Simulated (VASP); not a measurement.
# Ru (P6_3/mmc) in VASP: notebook

The runs below take Ru through single point, with PBE.

Program: VASP 6.6.1. These are calculated values, not measurements. Logs are shortened: lines on timing, memory, paths and dates and some standing lists are left out, and cuts for length are marked.

### Step 1. The cell of the first run

Symmetry: P6_3/mmc, No. 194, hexagonal system. Conventional cell: a = 2.706 Å, b = 2.706 Å, c = 4.196 Å, α = 90.00°, β = 90.00°, γ = 120.00°. Ru (site symmetry -6m2) has 12 Ru at 2.62 to 2.71 Å within 3.5 Å.

### Step 2. Single point, PBE

INCAR

```
PREC     = Accurate       # precision mode
ENCUT    = 520            # plane-wave cutoff, eV
EDIFF    = 1E-7           # SCF threshold, eV
ISMEAR   = -1             # smearing method
SIGMA    = 0.05           # smearing width, eV
LREAL    = F              # projectors in reciprocal space
LASPH    = T              # aspherical terms in the spheres
NELM     = 60             # most SCF steps
ALGO     = Normal         # electronic algorithm
ISIF     = 2              # what is computed and relaxed
LWAVE    = F              # write WAVECAR
LCHARG   = F              # write CHGCAR
GGA      = PE             # functional
NBANDS   = 21             # bands
```

KPOINTS

```
regular mesh
0
Gamma
  9 9 5
```

POSCAR

```
Ru
1.0
    2.7058000000      0.0000000000      0.0000000000
   -1.3529000000      2.3432915376      0.0000000000
    0.0000000000      0.0000000000      4.1962620000
Ru
2
Direct
    0.6666666667      0.3333333333      0.7500000000
    0.3333333333      0.6666666667      0.2500000000
```

Potentials or basis: VASP PAW PBE potentials, release 64 (Ru_pv).

Command:

```bash
$ cat potpaw_PBE.64/Ru_pv/POTCAR > POTCAR
$ mpirun -np 1 vasp_std > vasp.out
```

OUTCAR:

```text
PREC = Accurate
   ENCUT = 520
   EDIFF = 1E-7
   ISMEAR = -1
   LREAL = F
   LASPH = T
   NELM = 60
   ISIF = 2
   GGA = PE

 ion  position               nearest neighbor table
   1  0.667  0.333  0.750-   2 2.62   2 2.62   2 2.62   2 2.62   2 2.62   2 2.62
   2  0.333  0.667  0.250-   1 2.62   1 2.62   1 2.62   1 2.62   1 2.62   1 2.62

  LATTYP: Found a hexagonal cell.
 ALAT       =     2.7058000000
 C/A-ratio  =     1.5508396777

  Lattice vectors:

 A1 = (   2.7058000000,   0.0000000000,   0.0000000000)
 A2 = (  -1.3529000000,   2.3432915376,   0.0000000000)
 A3 = (   0.0000000000,   0.0000000000,   4.1962620000)

Analysis of symmetry for initial positions (statically):
=====================================================================
 Subroutine PRICEL returns:
 Original cell was already a primitive cell.

 Routine SETGRP: Setting up the symmetry group for a
 hexagonal supercell.

 Subroutine GETGRP returns: Found 24 space group operations
 (whereof 12 operations were pure point group operations)
 out of a pool of 24 trial point group operations.

The static configuration has the point symmetry D_3d.
 The point group associated with its full space group is D_6h.

Analysis of symmetry for dynamics (positions and initial velocities):
=====================================================================
 Subroutine PRICEL returns:
 Original cell was already a primitive cell.

 Routine SETGRP: Setting up the symmetry group for a
 hexagonal supercell.

 Subroutine GETGRP returns: Found 24 space group operations
 (whereof 12 operations were pure point group operations)
 out of a pool of 24 trial point group operations.

The dynamic configuration has the point symmetry D_3d.
 The point group associated with its full space group is D_6h.

 Subroutine INISYM returns: Found 24 space group operations
 (whereof 12 operations are pure point group operations),
 and found     1 'primitive' translations

----------------------------------------------------------------------------------------

                                     Primitive cell

  volume of cell :      26.6063

  direct lattice vectors                    reciprocal lattice vectors
     2.705800000  0.000000000  0.000000000     0.369576465  0.213375072  0.000000000
    -1.352900000  2.343291538  0.000000000     0.000000000  0.426750144  0.000000000
     0.000000000  0.000000000  4.196262000     0.000000000  0.000000000  0.238307332

[... 79 lines left out ...]
   LSORBIT =      F    spin-orbit coupling
   LASPH  =      T    aspherical Exc in radial PAW
   ENCUT  =  520.0 eV  38.22 Ry    6.18 a.u.   5.03  5.03  7.80*2*pi/ulx,y,z
   NELM   =     60;   NELMIN=  2; NELMDL= -5     # of ELM steps
   EDIFF  = 0.1E-06   stopping-criterion for ELM
   LREAL  =      F    real-space projection
   EDIFFG = 0.1E-05   stopping-criterion for IOM
   NSW    =      0    number of steps for IOM
   IBRION =     -1    ionic relax: 0-MD 1-quasi-New 2-CG
   NFREE  =      0    steps in history (QN), initial steepest desc. (CG)
   ISIF   =      2    stress and relaxation
   ISYM   =      2    0-nonsym 1-usesym 2-fastsym
   POTIM  = 0.5000    time-step for ionic-motion
   TEBEG  =    0.0;   TEEND  =   0.0 temperature during run
   PSTRESS=    0.0 pullay stress
   NELECT =      28.0000    total number of electrons
   NUPDOWN=      -1.0000    fix difference up-down
   EMIN   =  10.00;   EMAX   =-10.00  energy-range for DOS
   EFERMI =   0.00;   METHOD = LEGACY
   ISMEAR =    -1;   SIGMA  =   0.05  broadening in eV -4-tet -1-fermi 0-gaus
   EFERMI_NEDOS =   21; number of points for ismear=-14 and -15
   IALGO  =     38    algorithm
   IMIX   =      4    mixing-type and parameters
     AMIX     =   0.40;   BMIX     =  1.00
     AMIX_MAG =   1.60;   BMIX_MAG =  1.00
  volume/ion in A,a.u.               =      13.30        89.77
  Fermi-wavevector in a.u.,A,eV,Ry     =   1.665198  3.146769 37.727398  2.772886
  Thomas-Fermi vector in A             =   2.751610
   LORBIT       =      0    0 simple, 1 ext, 2 COOP (PROOUT), +10 PAW based schemes
   GGA     = PE    functional components
   LHFCALC =     F    Hartree Fock is set to
   AEXX    =    0.0000 exact exchange contribution
   IVDW    =     0    specifies the selected vdW correction
   LEPSILON=     F    determine dielectric tensor
   LRPA    =     F    only Hartree local field effects (RPA)
 non-spin polarized calculation
  energy-cutoff  :      520.00
  volume of cell :       26.61
 maximum number of plane-waves:       735
 NGX is ok and might be reduce to    20
   NGX =  9   NGY =  9   NGZ = 15

 number of electron      27.9999997 magnetization

 Free energy of the ion-electron system (eV)
  ---------------------------------------------------
  ext. energy  EPLUGINS =         0.00000000
  ---------------------------------------------------
  free energy    TOTEN  =       -18.45575099 eV

  energy without entropy =      -18.44035475  energy(sigma->0) =      -18.44805287

 E-fermi :  13.3066     XC(G=0): -14.2457

 val. band max:       13.2912524882   @ k =   0.4444   0.0000   0.2000
 cond. band min:      13.3106456223   @ k =   0.3333   0.0000   0.0000
 fundamental gap:      0.0193931340
 Fermi energy:        13.3065573396

 k-point     1 :       0.0000    0.0000    0.0000
  band No.  band energies     occupation
      1     -30.5372      2.00000
      2     -29.5524      2.00000
      3     -29.5524      2.00000
      4     -29.3515      2.00000
      5     -29.3515      2.00000
      6     -29.2636      2.00000
[... 565 lines left out ...]
     20      23.6067      0.00000
     21      23.6067      0.00000

 [... further k-points ...]

------------------------ aborting loop because EDIFF is reached ----------------------------------------

  FORCE on cell =-STRESS in cart. coord.  units (eV):
  Direction    XX          YY          ZZ          XY          YZ          ZX
  --------------------------------------------------------------------------------------
  -------------------------------------------------------------------------------------
  Total        1.3753247      1.3753247      3.1203768     -0.0000000      0.0000000      0.0000000
  in kB       82.8192322     82.8192322    187.9026931     -0.0000000      0.0000000      0.0000000
  external PRESSURE =     117.8470525 kB  Pullay stress =       0.0000000 kB

 VOLUME and BASIS-vectors are now :
 -----------------------------------------------------------------------------
  energy-cutoff  :      520.00
  volume of cell :       26.61
      direct lattice vectors                 reciprocal lattice vectors
     2.705800000  0.000000000  0.000000000     0.369576465  0.213375072  0.000000000
    -1.352900000  2.343291538  0.000000000     0.000000000  0.426750144  0.000000000
     0.000000000  0.000000000  4.196262000     0.000000000  0.000000000  0.238307332

 POSITION                                       TOTAL-FORCE (eV/Angst)
 -----------------------------------------------------------------------------------
      1.35290      0.78110      3.14720        -0.000000      0.000000      0.000000
     -0.00000      1.56219      1.04907         0.000000      0.000000      0.000000
 -----------------------------------------------------------------------------------
    total drift:                               -0.000000      0.000000     -0.000000

  FREE ENERGIE OF THE ION-ELECTRON SYSTEM (eV)
  ---------------------------------------------------
  free  energy   TOTEN  =       -18.4557509919 eV

  energy  without entropy=      -18.4403547496  energy(sigma->0) =      -18.44805287
```

OSZICAR:

```text
N       E                     dE             d eps       ncg     rms          rms(c)
DAV:   1     0.294240585694E+03    0.29424E+03   -0.17728E+04  1520   0.149E+03
DAV:   2    -0.139289541724E+02   -0.30817E+03   -0.29925E+03  1562   0.449E+02
DAV:   3    -0.197362936395E+02   -0.58073E+01   -0.57816E+01  1792   0.696E+01
DAV:   4    -0.197788189530E+02   -0.42525E-01   -0.42494E-01  1849   0.576E+00
DAV:   5    -0.197794039035E+02   -0.58495E-03   -0.57815E-03  1732   0.591E-01    0.187E+01
DAV:   6    -0.185483373853E+02    0.12311E+01   -0.26679E+00  1707   0.161E+01    0.536E+00
DAV:   7    -0.184641432140E+02    0.84194E-01   -0.51022E-01  1722   0.539E+00    0.102E+00
DAV:   8    -0.184569631037E+02    0.71801E-02   -0.18037E-02  1662   0.118E+00    0.530E-01
DAV:   9    -0.184557451194E+02    0.12180E-02   -0.16607E-03  1742   0.441E-01    0.362E-02
DAV:  10    -0.184557542582E+02   -0.91387E-05   -0.88453E-05  1702   0.981E-02    0.234E-02
DAV:  11    -0.184557513765E+02    0.28817E-05   -0.10150E-05  1732   0.309E-02    0.161E-03
DAV:  12    -0.184557509401E+02    0.43635E-06   -0.21229E-07  1368   0.420E-03    0.136E-03
DAV:  13    -0.184557509919E+02   -0.51756E-07   -0.28011E-08  1001   0.177E-03
   1 F= -.18455751E+02 E0= -.18448053E+02  d E =-.153962E-01
```

Run time: 25 s. Hardware: 1 thread of Intel Xeon 8259CL, shared host; peak memory 0.14 GiB.

Results:

| Quantity | Value |
| --- | --- |
| Free energy | -18.4558 eV |
| Pressure | 11.8 GPa |
| Band gap on the k mesh | zero (bands 14 and 15 overlap by 3.10 eV) |

Levels at points of the mesh, in eV from the Fermi level:
| k point | band 10 | band 11 | band 12 | band 13 | band 14 | band 15 | band 16 | band 17 | band 18 | band 19 |
| --- | --- | --- | --- | --- | --- | --- | --- | --- | --- | --- |
| (0.00, 0.00, 0.00) | -2.80 | -2.39 | -2.04 | -2.04 | -1.68 | -1.68 | 1.13 | 1.13 | 1.47 | 10.29 |

Caveat: the cell stands under pressure.

### Step 3. Single point, PBE

This run uses another cell than the first one, of 13.44 Å³/atom.

INCAR

```
ALGO = Fast
EDIFF = 1E-7
ENCUT = 520
GGA = PE
ISIF = 2
ISMEAR = -1
LASPH = T
LCHARG = F
LREAL = F
LWAVE = F
NBANDS = 21
NELM = 80
PREC = Accurate
SIGMA = 0.05
```

KPOINTS

```
k-points
0
Gamma
  9 9 5
```

POSCAR, as its differences from that of step 2:

```diff
@@ -4,3 +4,3 @@
    -1.3529000000      2.3432915376      0.0000000000
-    0.0000000000      0.0000000000      4.1962620000
+    0.0000000000      0.0000000000      4.2390810000
 Ru
```

Potentials or basis: VASP PAW PBE potentials, release 64 (Ru_pv).

Command:

```bash
$ cat potpaw_PBE.64/Ru_pv/POTCAR > POTCAR
$ mpirun -np 1 vasp_std > vasp.out
```

OUTCAR:

```text
EDIFF = 1E-7
   ENCUT = 520
   GGA = PE
   ISIF = 2
   ISMEAR = -1
   LASPH = T
   LREAL = F
   NELM = 80
   PREC = Accurate

 ion  position               nearest neighbor table
   1  0.667  0.333  0.750-   2 2.63   2 2.63   2 2.63   2 2.63   2 2.63   2 2.63
   2  0.333  0.667  0.250-   1 2.63   1 2.63   1 2.63   1 2.63   1 2.63   1 2.63

  LATTYP: Found a hexagonal cell.
 ALAT       =     2.7058000000
 C/A-ratio  =     1.5666645724

[... 764 lines left out ...]
     21      26.0922      0.00000

 [... further k-points ...]

------------------------ aborting loop because EDIFF is reached ----------------------------------------

  FORCE on cell =-STRESS in cart. coord.  units (eV):
  Direction    XX          YY          ZZ          XY          YZ          ZX
  --------------------------------------------------------------------------------------
  -------------------------------------------------------------------------------------
  Total        1.0302191      1.0302191      1.8922640     -0.0000000     -0.0000000      0.0000000
  in kB       61.4110378     61.4110378    112.7972686     -0.0000000     -0.0000000      0.0000000
  external PRESSURE =      78.5397814 kB  Pullay stress =       0.0000000 kB

 VOLUME and BASIS-vectors are now :
 -----------------------------------------------------------------------------
  energy-cutoff  :      520.00
  volume of cell :       26.88
      direct lattice vectors                 reciprocal lattice vectors
     2.705800000  0.000000000  0.000000000     0.369576465  0.213375072  0.000000000
    -1.352900000  2.343291538  0.000000000     0.000000000  0.426750144  0.000000000
     0.000000000  0.000000000  4.239081000     0.000000000  0.000000000  0.235900187

 POSITION                                       TOTAL-FORCE (eV/Angst)
 -----------------------------------------------------------------------------------
      1.35290      0.78110      3.17931        -0.000000     -0.000000      0.000000
     -0.00000      1.56219      1.05977         0.000000      0.000000      0.000000
 -----------------------------------------------------------------------------------
    total drift:                               -0.000000      0.000000     -0.000000

  FREE ENERGIE OF THE ION-ELECTRON SYSTEM (eV)
  ---------------------------------------------------
  free  energy   TOTEN  =       -18.4813209037 eV

  energy  without entropy=      -18.4669779222  energy(sigma->0) =      -18.47414941
```

OSZICAR:

```text
N       E                     dE             d eps       ncg     rms          rms(c)
DAV:   1     0.292493381084E+03    0.29249E+03   -0.17594E+04  1520   0.149E+03
DAV:   2    -0.138054184740E+02   -0.30630E+03   -0.29669E+03  1532   0.449E+02
DAV:   3    -0.197739799196E+02   -0.59686E+01   -0.59399E+01  1762   0.706E+01
DAV:   4    -0.198193133004E+02   -0.45333E-01   -0.45293E-01  1871   0.584E+00
DAV:   5    -0.198197813043E+02   -0.46800E-03   -0.46456E-03  1745   0.552E-01    0.182E+01
RMM:   6    -0.185789615110E+02    0.12408E+01   -0.26439E+00  1534   0.136E+01    0.505E+00
RMM:   7    -0.184886803994E+02    0.90281E-01   -0.38714E-01  1643   0.475E+00    0.994E-01
RMM:   8    -0.184825778129E+02    0.61026E-02   -0.20843E-02  1707   0.138E+00    0.555E-01
RMM:   9    -0.184813149602E+02    0.12629E-02   -0.23564E-03  1722   0.455E-01    0.734E-02
RMM:  10    -0.184813226244E+02   -0.76642E-05   -0.30081E-04  1764   0.174E-01    0.152E-02
RMM:  11    -0.184813218640E+02    0.76049E-06   -0.60076E-05  1843   0.621E-02    0.402E-03
RMM:  12    -0.184813211964E+02    0.66760E-06   -0.94771E-06  1912   0.257E-02    0.330E-03
RMM:  13    -0.184813207663E+02    0.43004E-06   -0.15500E-06  1878   0.111E-02    0.827E-04
RMM:  14    -0.184813210413E+02   -0.27494E-06   -0.38479E-07  1392   0.555E-03    0.772E-04
RMM:  15    -0.184813208848E+02    0.15650E-06   -0.10394E-07  1146   0.302E-03    0.757E-05
RMM:  16    -0.184813209037E+02   -0.18966E-07   -0.28745E-08   983   0.144E-03
   1 F= -.18481321E+02 E0= -.18474149E+02  d E =-.143430E-01
```

Run time: 32 s. Hardware: 1 thread of Intel Xeon 8259CL, shared host; peak memory 0.14 GiB.

What came out:

- Free energy: -18.4813 eV
- Pressure: 7.9 GPa
- Band gap on the k mesh: zero (bands 14 and 15 overlap by 3.07 eV)

Stress tensor (GPa, compression positive):
```
 6.14  0.00  0.00
 0.00  6.14  0.00
 0.00  0.00 11.28
```

Caveat: the cell stands under pressure.

### Step 4. Single point, PBE

This run uses another cell than the first one, of 13.57 Å³/atom.

INCAR

```
SYSTEM = Ru
PREC     = Accurate       ! precision mode
ENCUT    = 520            ! plane-wave cutoff, eV
EDIFF    = 1E-6           ! SCF threshold, eV
ISMEAR   = -1             ! smearing method
SIGMA    = 0.05           ! smearing width, eV
LREAL    = .False.        ! projectors in reciprocal space
LASPH    = .True.         ! aspherical terms in the spheres
NELM     = 100            ! most SCF steps
ALGO     = Fast           ! electronic algorithm
ISIF     = 2              ! what is computed and relaxed
LWAVE    = .False.        ! write WAVECAR
LCHARG   = .True.         ! write CHGCAR
GGA      = PE             ! functional
LELF     = .True.         ! ELF
LVHAR    = .True.       
NBANDS   = 21             ! bands
```

KPOINTS

```
regular mesh
0
Gamma
  9 9 5
  0 0 0
```

POSCAR, as its differences from that of step 3:

```diff
@@ -4,3 +4,3 @@
    -1.3529000000      2.3432915376      0.0000000000
-    0.0000000000      0.0000000000      4.2390810000
+    0.0000000000      0.0000000000      4.2819000000
 Ru
```

Command:

```bash
$ cat potpaw_PBE.64/Ru_pv/POTCAR > POTCAR
$ mpirun -np 1 vasp_std > vasp.out
```

It took 30 s on 1 thread of Intel Xeon 8259CL, shared host; peak memory 0.14 GiB.

Results (log left out):

```yaml
Free_energy: -18.4946 eV
Pressure: 4.3 GPa
Band_gap_on_the_k_mesh: zero (bands 14 and 15 overlap by 3.04 eV)
```

Levels at points of the mesh, in eV from the Fermi level:
```tsv
k point	band 12	band 13	band 14	band 15	band 16	band 17
(0.00, 0.00, 0.00)	-2.02	-2.02	-1.49	-1.49	1.08	1.08
```

Caveat: the cell stands under pressure.

### Step 5. Single point, PBE

This run uses another cell than the first one, of 13.71 Å³/atom.

INCAR

```
ALGO     = Fast           # electronic algorithm
EDIFF    = 1E-6           # SCF threshold, eV
ENCUT    = 520            # plane-wave cutoff, eV
GGA      = PE             # functional
ISIF     = 2              # what is computed and relaxed
ISMEAR   = -1             # smearing method
LASPH    = T              # aspherical terms in the spheres
LCHARG   = F              # write CHGCAR
LREAL    = F              # projectors in reciprocal space
LWAVE    = F              # write WAVECAR
NBANDS   = 21             # bands
NELM     = 80             # most SCF steps
PREC     = Accurate       # precision mode
SIGMA    = 0.05           # smearing width, eV
```

KPOINTS

```
k-points
0
Gamma
  9 9 5
```

POSCAR, as its differences from that of step 4:

```diff
@@ -4,3 +4,3 @@
    -1.3529000000      2.3432915376      0.0000000000
-    0.0000000000      0.0000000000      4.2819000000
+    0.0000000000      0.0000000000      4.3247190000
 Ru
```

Command:

```bash
$ cat potpaw_PBE.64/Ru_pv/POTCAR > POTCAR
$ mpirun -np 1 vasp_std > vasp.out
```

It took 31 s on 1 thread of Intel Xeon 8259CL, shared host; peak memory 0.14 GiB.

It converged, with:

| Property | Result |
| --- | --- |
| Free energy | -18.4961 eV |
| Pressure | 0.9 GPa |
| Band gap on the k mesh | zero (bands 14 and 15 overlap by 2.99 eV) |

Stress tensor (GPa, compression positive):
```
 2.65  0.00  0.00
 0.00  2.65  0.00
 0.00  0.00 -2.58
```

Levels at points of the mesh, in eV from the Fermi level:
```tsv
k point	band 10	band 11	band 12	band 13	band 14	band 15	band 16	band 17	band 18	band 19
(0.00, 0.00, 0.00)	-2.66	-2.58	-2.01	-2.01	-1.39	-1.39	1.06	1.06	1.08	9.95
```

### Step 6. Single point, PBE

This run uses another cell than the first one, of 13.85 Å³/atom.

INCAR

```
SYSTEM = Ru
PREC = Accurate
ENCUT = 520
EDIFF = 1E-6
ISMEAR = -1
SIGMA = 0.05
LREAL = .False.
LASPH = .True.
NELM = 100
ALGO = Normal
ISIF = 2
LWAVE = .False.
LCHARG = .False.
GGA = PE
NBANDS = 21
```

KPOINTS

```
Automatic mesh
0
Gamma
  9 9 5
  0 0 0
```

POSCAR, as its differences from that of step 5:

```diff
@@ -4,3 +4,3 @@
    -1.3529000000      2.3432915376      0.0000000000
-    0.0000000000      0.0000000000      4.3247190000
+    0.0000000000      0.0000000000      4.3675380000
 Ru
```

Potentials or basis: VASP PAW PBE potentials, release 64 (Ru_pv).

Command:

```bash
$ cat potpaw_PBE.64/Ru_pv/POTCAR > POTCAR
$ mpirun -np 1 vasp_std > vasp.out
```

It took 26 s on 1 thread of Intel Xeon 8259CL, shared host; peak memory 0.14 GiB.

It converged, with:

```
Free energy            : -18.4864 eV
Pressure               : -2.2 GPa
Band gap on the k mesh : zero (bands 14 and 15 overlap by 2.88 eV)
```

Stress tensor (GPa, compression positive):
```
 1.21  0.00  0.00
 0.00  1.21  0.00
 0.00  0.00 -9.01
```

Levels at points of the mesh, in eV from the Fermi level:
```tsv
k point	band 11	band 12	band 13	band 14	band 15	band 16	band 17	band 18
(0.00, 0.00, 0.00)	-2.62	-2.00	-2.00	-1.31	-1.31	0.95	1.04	1.04
```

### Step 7. Overview

```csv
cell,gap on the mesh (eV),pressure (GPa)
"a = 2.706, b = 2.706, c = 4.196 Å, angles 90.0, 90.0, 120.0°, 2 atoms",none,11.8
"a = 2.706, b = 2.706, c = 4.239 Å, angles 90.0, 90.0, 120.0°, 2 atoms",none,7.9
"a = 2.706, b = 2.706, c = 4.282 Å, angles 90.0, 90.0, 120.0°, 2 atoms",none,4.3
"a = 2.706, b = 2.706, c = 4.325 Å, angles 90.0, 90.0, 120.0°, 2 atoms",none,0.9
"a = 2.706, b = 2.706, c = 4.368 Å, angles 90.0, 90.0, 120.0°, 2 atoms",none,-2.2
```

Alike in all rows: task single point; level PBE; potentials or basis VASP PAW PBE potentials, release 64 (Ru_pv); no spin polarisation; k mesh 9 × 9 × 5; cutoff (eV) 520; smearing fermi-dirac 0.05 eV.

Caveats: the cell stands under pressure (at least some runs).

Absolute energies hang on the potentials; compare differences alone.
